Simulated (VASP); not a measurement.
# P3O2 (P-3m1) in VASP: a series of runs

Runs on P3O2. Level: PBE. Tasks: single point, relaxation of cell and atoms.

All numbers are computed with VASP 6.6.1; they aren't measurements. Logs are shortened: lines on timing, memory, paths and dates and some standing lists are left out, and cuts for length are marked.

**1. The cell of the first run**

It takes space group P-3m1 (No. 164, trigonal). Conventional cell: a = 3.646 Å, b = 3.646 Å, c = 5.673 Å, α = 90.00°, β = 90.00°, γ = 120.00°. P (site symmetry -3m) has 6 O at 2.52 Å and 6 P at 2.91 Å within 3.3 Å. P (site symmetry 3m) has 4 O at 2.20 to 2.27 Å and 6 P at 2.67 to 2.91 Å within 3.0 Å. Within 2.9 Å of O (site symmetry 3m) lie 7 P at 2.20 to 2.52 Å.

**2. Single point, PBE**

Input file INCAR:

```
SYSTEM = P3O2
ALGO = Normal
EDIFF = 1E-6
ENCUT = 520
GGA = PE
ISIF = 2
ISMEAR = 0
LASPH = .True.
LCHARG = .False.
LREAL = .False.
LWAVE = .False.
NBANDS = 22
NELM = 100
PREC = Accurate
SIGMA = 0.1
```

Input file KPOINTS:

```
k-points
0
Gamma
  6 6 4
  0 0 0
```

Input file POSCAR:

```
P3O2
1.0
    3.6460123318      0.0000000000      0.0000000000
   -1.8230061659      3.1575393018      0.0000000000
    0.0000000000      0.0000000000      5.6726029426
P O
3 2
Direct
    0.0000000000      0.0000000000      0.0000000000
    0.3333333333      0.6666666667      0.6450000000
    0.6666666667      0.3333333333      0.3550000000
    0.3333333333      0.6666666667      0.2450000000
    0.6666666667      0.3333333333      0.7550000000
```

Potentials or basis: VASP PAW PBE potentials, release 64 (P, O).

Run with:

```sh
> cat potpaw_PBE.64/P/POTCAR potpaw_PBE.64/O/POTCAR > POTCAR
> mpirun -np 1 vasp_std > vasp.out
```

OUTCAR:

```text
SYSTEM = P3O2
   EDIFF = 1E-6
   ENCUT = 520
   GGA = PE
   ISIF = 2
   ISMEAR = 0
   LASPH = .True.
   LREAL = .False.
   NELM = 100
   PREC = Accurate

 ion  position               nearest neighbor table
   1  0.000  0.000  0.000-   2 2.91   3 2.91   2 2.91   3 2.91   3 2.91   2 2.91
   2  0.333  0.667  0.645-   5 2.20   5 2.20   5 2.20   4 2.27   3 2.67   3 2.67   3 2.67   1 2.91
                             1 2.91   1 2.91
   3  0.667  0.333  0.355-   4 2.20   4 2.20   4 2.20   5 2.27   2 2.67   2 2.67   2 2.67   1 2.91
                             1 2.91   1 2.91
   4  0.333  0.667  0.245-   3 2.20   3 2.20   3 2.20   2 2.27
   5  0.667  0.333  0.755-   2 2.20   2 2.20   2 2.20   3 2.27

  LATTYP: Found a hexagonal cell.
 ALAT       =     3.6460123318
 C/A-ratio  =     1.5558375634

  Lattice vectors:

 A1 = (   3.6460123318,   0.0000000000,   0.0000000000)
 A2 = (  -1.8230061659,   3.1575393018,   0.0000000000)
 A3 = (   0.0000000000,   0.0000000000,   5.6726029426)

Analysis of symmetry for initial positions (statically):
=====================================================================
 Subroutine PRICEL returns:
 Original cell was already a primitive cell.

 Routine SETGRP: Setting up the symmetry group for a
 hexagonal supercell.

 Subroutine GETGRP returns: Found 12 space group operations
 (whereof 12 operations were pure point group operations)
 out of a pool of 24 trial point group operations.

The static configuration has the point symmetry D_3d.

Analysis of symmetry for dynamics (positions and initial velocities):
=====================================================================
 Subroutine PRICEL returns:
 Original cell was already a primitive cell.

 Routine SETGRP: Setting up the symmetry group for a
 hexagonal supercell.

 Subroutine GETGRP returns: Found 12 space group operations
 (whereof 12 operations were pure point group operations)
 out of a pool of 24 trial point group operations.

The dynamic configuration has the point symmetry D_3d.

 Subroutine INISYM returns: Found 12 space group operations
 (whereof 12 operations are pure point group operations),
 and found     1 'primitive' translations

----------------------------------------------------------------------------------------

                                     Primitive cell

  volume of cell :      65.3054

  direct lattice vectors                    reciprocal lattice vectors
     3.646012332  0.000000000  0.000000000     0.274272248  0.158351156  0.000000000
    -1.823006166  3.157539302  0.000000000     0.000000000  0.316702313  0.000000000
     0.000000000  0.000000000  5.672602943     0.000000000  0.000000000  0.176285915

  length of vectors
     3.646012332  3.646012332  5.672602943     0.316702313  0.316702313  0.176285915

  position of ions in fractional coordinates (direct lattice)
     0.000000000  0.000000000  0.000000000
     0.333333333  0.666666667  0.645000000
     0.666666667  0.333333333  0.355000000
     0.333333333  0.666666667  0.245000000
     0.666666667  0.333333333  0.755000000

  ion indices of the primitive-cell ions
   primitive index   ion index
                 1           1
                 2           2
                 3           3
                 4           4
                 5           5

----------------------------------------------------------------------------------------

 KPOINTS: k-points

Automatic generation of k-mesh.
 Grid dimensions read from file:
 generate k-points for:    6    6    4

 Generating k-lattice:

  Cartesian coordinates                     Fractional coordinates (reciprocal lattice)
     0.045712041  0.026391859  0.000000000     0.166666667 -0.000000000  0.000000000
     0.000000000  0.052783719  0.000000000     0.000000000  0.166666667  0.000000000
     0.000000000  0.000000000  0.044071479     0.000000000  0.000000000  0.250000000

  Length of vectors
     0.052783719  0.052783719  0.044071479

  Shift w.r.t. Gamma in fractional coordinates (k-lattice)
     0.000000000  0.000000000  0.000000000

 Subroutine IBZKPT returns following result:
 ===========================================

 Found     24 irreducible k-points:

 Following reciprocal coordinates:
            Coordinates               Weight
  0.000000  0.000000  0.000000      1.000000
  0.166667  0.000000  0.000000      6.000000
  0.333333  0.000000  0.000000      6.000000
  0.500000  0.000000  0.000000      3.000000
  0.166667  0.166667  0.000000      6.000000
  0.333333  0.166667  0.000000     12.000000
[... 16 lines left out ...]
  0.333333  0.166667  0.500000     12.000000
  0.333333  0.333333  0.500000      2.000000
   k-points           NKPTS =     24   k-points in BZ     NKDIM =     24   number of bands    NBANDS=     22
   number of dos      NEDOS =    301   number of ions     NIONS =      5
   total plane-waves  NPLWV =  32928
   dimension x,y,z NGX =    28 NGY =   28 NGZ =   42
   dimension x,y,z NGXF=    56 NGYF=   56 NGZF=   84
   ions per type =               3   2
   NGX,Y,Z   is equivalent  to a cutoff of  12.77, 12.77, 12.31 a.u.
   NGXF,Y,Z  is equivalent  to a cutoff of  25.53, 25.53, 24.62 a.u.
 SYSTEM =  P3O2
   PREC   = accura    normal or accurate (medium, high low for compatibility)
   ISTART =      0    job   : 0-new  1-cont  2-samecut
   ICHARG =      2    charge: 1-file 2-atom 10-const
   ISPIN  =      1    spin polarized calculation?
   LNONCOLLINEAR =      F non collinear calculations
   LSORBIT =      F    spin-orbit coupling
   LASPH  =      T    aspherical Exc in radial PAW
   ENCUT  =  520.0 eV  38.22 Ry    6.18 a.u.   6.78  6.78 10.55*2*pi/ulx,y,z
   NELM   =    100;   NELMIN=  2; NELMDL= -5     # of ELM steps
   EDIFF  = 0.1E-05   stopping-criterion for ELM
   LREAL  =      F    real-space projection
   EDIFFG = 0.1E-04   stopping-criterion for IOM
   NSW    =      0    number of steps for IOM
   IBRION =     -1    ionic relax: 0-MD 1-quasi-New 2-CG
   NFREE  =      0    steps in history (QN), initial steepest desc. (CG)
   ISIF   =      2    stress and relaxation
   ISYM   =      2    0-nonsym 1-usesym 2-fastsym
   POTIM  = 0.5000    time-step for ionic-motion
   TEBEG  =    0.0;   TEEND  =   0.0 temperature during run
   PSTRESS=    0.0 pullay stress
   NELECT =      27.0000    total number of electrons
   NUPDOWN=      -1.0000    fix difference up-down
   EMIN   =  10.00;   EMAX   =-10.00  energy-range for DOS
   EFERMI =   0.00;   METHOD = LEGACY
   ISMEAR =     0;   SIGMA  =   0.10  broadening in eV -4-tet -1-fermi 0-gaus
   EFERMI_NEDOS =   21; number of points for ismear=-14 and -15
   IALGO  =     38    algorithm
   IMIX   =      4    mixing-type and parameters
     AMIX     =   0.40;   BMIX     =  1.00
     AMIX_MAG =   1.60;   BMIX_MAG =  1.00
  volume/ion in A,a.u.               =      13.06        88.14
  Fermi-wavevector in a.u.,A,eV,Ry     =   1.219588  2.304686 20.237222  1.487394
  Thomas-Fermi vector in A             =   2.354835
   LORBIT       =      0    0 simple, 1 ext, 2 COOP (PROOUT), +10 PAW based schemes
   GGA     = PE    functional components
   LHFCALC =     F    Hartree Fock is set to
   AEXX    =    0.0000 exact exchange contribution
   IVDW    =     0    specifies the selected vdW correction
   LEPSILON=     F    determine dielectric tensor
   LRPA    =     F    only Hartree local field effects (RPA)
 non-spin polarized calculation
 Gauss-broadening in eV      SIGMA  =   0.10
  energy-cutoff  :      520.00
  volume of cell :       65.31
 maximum number of plane-waves:      1776
 NGX is ok and might be reduce to    28
   NGX = 13   NGY = 13   NGZ = 21

 number of electron      27.0000006 magnetization

 Free energy of the ion-electron system (eV)
  ---------------------------------------------------
  ext. energy  EPLUGINS =         0.00000000
  ---------------------------------------------------
  free energy    TOTEN  =       -20.89524538 eV

  energy without entropy =      -20.87380482  energy(sigma->0) =      -20.88452510

 E-fermi :   7.2584     XC(G=0): -11.0270

 val. band max:        7.2503256588   @ k =   0.0000   0.3333   0.2500
 cond. band min:       7.2618853343   @ k =   0.1667   0.1667   0.2500
 fundamental gap:      0.0115596755
 Fermi energy:         7.2583910602

 k-point     1 :       0.0000    0.0000    0.0000
  band No.  band energies     occupation
      1     -13.0603      2.00000
      2     -12.1251      2.00000
      3      -4.2676      2.00000
      4      -3.0995      2.00000
      5      -0.6369      2.00000
      6       1.4984      2.00000
[... 14 lines left out ...]
     21      13.0584      0.00000
     22      13.8693      0.00000

 k-point     2 :       0.1667    0.0000    0.0000
  band No.  band energies     occupation
      1     -12.8946      2.00000
      2     -12.0553      2.00000
      3      -4.0791      2.00000
      4      -3.3707      2.00000
      5      -1.8109      2.00000
      6       1.0712      2.00000
[... 14 lines left out ...]
     21      13.9787      0.00000
     22      14.8783      0.00000

 k-point     3 :       0.3333    0.0000    0.0000
  band No.  band energies     occupation
      1     -12.4983      2.00000
      2     -11.9407      2.00000
      3      -4.2446      2.00000
      4      -3.6599      2.00000
      5      -2.5838      2.00000
      6       0.4738      2.00000
[... 14 lines left out ...]
     21      14.6848      0.00000
     22      16.9387      0.00000
[... 476 lines left out ...]
 k-point    23 :       0.3333    0.1667    0.5000
  band No.  band energies     occupation
      1     -12.1425      2.00000
      2     -12.0084      2.00000
      3      -4.5464      2.00000
      4      -4.1273      2.00000
      5      -2.4383      2.00000
      6      -0.2888      2.00000
[... 14 lines left out ...]
     21      15.2959      0.00000
     22      16.6029      0.00000

 k-point    24 :       0.3333    0.3333    0.5000
  band No.  band energies     occupation
      1     -12.0003      2.00000
      2     -12.0003      2.00000
      3      -4.1729      2.00000
      4      -4.1729      2.00000
      5      -3.3153      2.00000
      6      -0.9968      2.00000
[... 14 lines left out ...]
     21      15.5443      0.00000
     22      17.1245      0.00000

------------------------ aborting loop because EDIFF is reached ----------------------------------------

  FORCE on cell =-STRESS in cart. coord.  units (eV):
  Direction    XX          YY          ZZ          XY          YZ          ZX
  --------------------------------------------------------------------------------------
  -------------------------------------------------------------------------------------
  Total        2.3261029      2.3261029      1.6995666      0.0000000      0.0000000      0.0000000
  in kB       57.0676796     57.0676796     41.6964898      0.0000000      0.0000000      0.0000000
  external PRESSURE =      51.9439497 kB  Pullay stress =       0.0000000 kB

 VOLUME and BASIS-vectors are now :
 -----------------------------------------------------------------------------
  energy-cutoff  :      520.00
  volume of cell :       65.31
      direct lattice vectors                 reciprocal lattice vectors
     3.646012332  0.000000000  0.000000000     0.274272248  0.158351156  0.000000000
    -1.823006166  3.157539302  0.000000000     0.000000000  0.316702313  0.000000000
     0.000000000  0.000000000  5.672602943     0.000000000  0.000000000  0.176285915

 POSITION                                       TOTAL-FORCE (eV/Angst)
 -----------------------------------------------------------------------------------
      0.00000      0.00000      0.00000         0.000000      0.000000      0.000000
     -0.00000      2.10503      3.65883        -0.000000     -0.000000      0.776448
      1.82301      1.05251      2.01377         0.000000      0.000000     -0.776448
     -0.00000      2.10503      1.38979         0.000000      0.000000     -1.627593
      1.82301      1.05251      4.28282        -0.000000     -0.000000      1.627593
 -----------------------------------------------------------------------------------
    total drift:                                0.000000     -0.000000      0.000000

  FREE ENERGIE OF THE ION-ELECTRON SYSTEM (eV)
  ---------------------------------------------------
  free  energy   TOTEN  =       -20.8952453837 eV

  energy  without entropy=      -20.8738048209  energy(sigma->0) =      -20.88452510
```

Run time: 14 s. Hardware: 1 thread of Intel Xeon 6975P-C (Granite Rapids), shared host; peak memory 0.17 GiB.

What came out:

```yaml
Free_energy: -20.8952 eV
Pressure: 5.2 GPa
Largest_force: 1.628 eV/Å
Band_gap_on_the_k_mesh: zero (an odd number of electrons rules out a gap without spin polarisation)
```

Forces in eV/Å, atoms in the order of the input:
```
P    0.000  0.000  0.000
P    0.000  0.000  0.776
P    0.000  0.000 -0.776
O    0.000  0.000 -1.628
O    0.000  0.000  1.628
```

Caveat: the cell stands under pressure; an odd number of electrons without spin polarisation forces a metal; a magnetic or distorted state may lie lower.

**3. Single point, PBE**

This run uses another cell than the first one, of 17.53 Å³/atom.

Input file INCAR:

```
SYSTEM = P3O2
  ALGO = Normal
  EDIFF = 1E-6
  ENCUT = 520
  GGA = PE
  ISIF = 2
  ISMEAR = 0
  LASPH = .True.
  LCHARG = .False.
  LREAL = .False.
  LWAVE = .False.
  NBANDS = 22
  NELM = 60
  PREC = Accurate
  SIGMA = 0.1
```

KPOINTS is that of step 2.

Input file POSCAR:

```
P3O2
1.0
    3.0535967321      0.0000000000      0.0000000000
   -1.5267983660      2.6444923429      0.0000000000
    0.0000000000      0.0000000000     10.8535465206
P O
3 2
Direct
    0.0000000000      0.0000000000      0.0000000000
    0.3333333333      0.6666666667      0.5599466768
    0.6666666667      0.3333333333      0.4400533232
    0.3333333333      0.6666666667      0.0813717439
    0.6666666667      0.3333333333      0.9186282561
```

Potentials or basis: VASP PAW PBE potentials, release 64 (P, O).

Run with:

```sh
> cat potpaw_PBE.64/P/POTCAR potpaw_PBE.64/O/POTCAR > POTCAR
> mpirun -np 1 vasp_std > vasp.out
```

It took 17 s on 1 thread of Intel Xeon 6975P-C (Granite Rapids), shared host; peak memory 0.21 GiB.

Results (log left out):

```yaml
Free_energy: -27.9401 eV
Pressure: -0.1 GPa
Largest_force: 0.062 eV/Å
Band_gap_on_the_k_mesh: zero (an odd number of electrons rules out a gap without spin polarisation)
```

Forces in eV/Å, atoms in the order of the input:
```
P    0.000  0.000  0.000
P    0.000  0.000 -0.062
P    0.000  0.000  0.062
O    0.000  0.000  0.009
O    0.000  0.000 -0.009
```

Levels at points of the mesh, in eV from the Fermi level:
```
           k point  band 11  band 12  band 13  band 14  band 15  band 16  band 17  band 18
(0.00, 0.00, 0.00)    -2.64    -1.94    -0.04    -0.04     0.64     3.89     3.89     3.97
(0.50, 0.00, 0.00)    -3.68    -2.82    -2.78    -0.18     1.46     2.04     2.75     4.89
(0.00, 0.00, 0.50)    -2.39    -2.11    -0.04    -0.04     0.65     3.89     3.89     3.97
(0.50, 0.00, 0.50)    -3.69    -2.82    -2.78    -0.17     1.46     2.09     2.68     4.89
```

Caveat: the k points lie up to 0.40 Å⁻¹ apart, too coarse for converged energies and pressures of a metal; this functional lacks dispersion, which binds the layers, so the pressure and a relaxed spacing across them are unreliable; an odd number of electrons without spin polarisation forces a metal; a magnetic or distorted state may lie lower.

**4. Single point, PBE**

This run uses another cell than the first one, of 18.45 Å³/atom.

Input file INCAR:

```
PREC = Accurate ; ENCUT = 520
EDIFF = 1E-6 ; ISMEAR = 0
SIGMA = 0.1 ; LREAL = False
LASPH = True ; NELM = 100
ALGO = Normal ; ISIF = 2
LWAVE = False ; LCHARG = True
GGA = PE ; LELF = True
LVHAR = True ; NBANDS = 22
```

Input file KPOINTS:

```
Automatic mesh
0
Gamma
  12 12 4
```

Input file POSCAR:

```
P3O2
1.0
    3.0568362185      0.0000000000      0.0000000000
   -1.5284181092      2.6472978204      0.0000000000
    0.0000000000      0.0000000000     11.4020806327
P O
3 2
Direct
    0.0000000000      0.0000000000      0.0000000000
    0.3333333333      0.6666666667      0.5570975071
    0.6666666667      0.3333333333      0.4429024929
    0.3333333333      0.6666666667      0.0765535120
    0.6666666667      0.3333333333      0.9234464880
```

Run with:

```sh
> cat potpaw_PBE.64/P/POTCAR potpaw_PBE.64/O/POTCAR > POTCAR
> mpirun -np 1 vasp_std > vasp.out
```

Wall time 63 s (1 thread of Intel Xeon 6975P-C (Granite Rapids), shared host); peak memory 0.26 GiB.

Results (log left out):

```
Free energy            : -27.9830 eV
Pressure               : -0.2 GPa
Largest force          : 0.102 eV/Å
Band gap on the k mesh : zero (an odd number of electrons rules out a gap without spin polarisation)
```

Forces on the atoms (eV/Å):
```
P    0.000  0.000  0.000
P    0.000  0.000 -0.102
P    0.000  0.000  0.102
O    0.000  0.000  0.001
O    0.000  0.000 -0.001
```

Stress tensor (GPa, compression positive):
```
-0.09  0.00  0.00
 0.00 -0.09  0.00
 0.00  0.00 -0.31
```

Levels at points of the mesh, in eV from the Fermi level:
```
           k point  band 11  band 12  band 13  band 14  band 15  band 16  band 17  band 18
(0.00, 0.00, 0.00)    -2.58    -2.01     0.04     0.04     0.64     3.96     3.96     3.97
(0.50, 0.00, 0.00)    -3.72    -2.73    -2.69    -0.16     1.55     2.13     2.69     4.96
(0.00, 0.00, 0.50)    -2.45    -2.10     0.04     0.04     0.65     3.97     3.97     3.97
(0.50, 0.00, 0.50)    -3.72    -2.73    -2.69    -0.16     1.55     2.16     2.66     4.96
```

Caveat: this functional lacks dispersion, which binds the layers, so the pressure and a relaxed spacing across them are unreliable; an odd number of electrons without spin polarisation forces a metal; a magnetic or distorted state may lie lower.

[end of part 1 of 2]
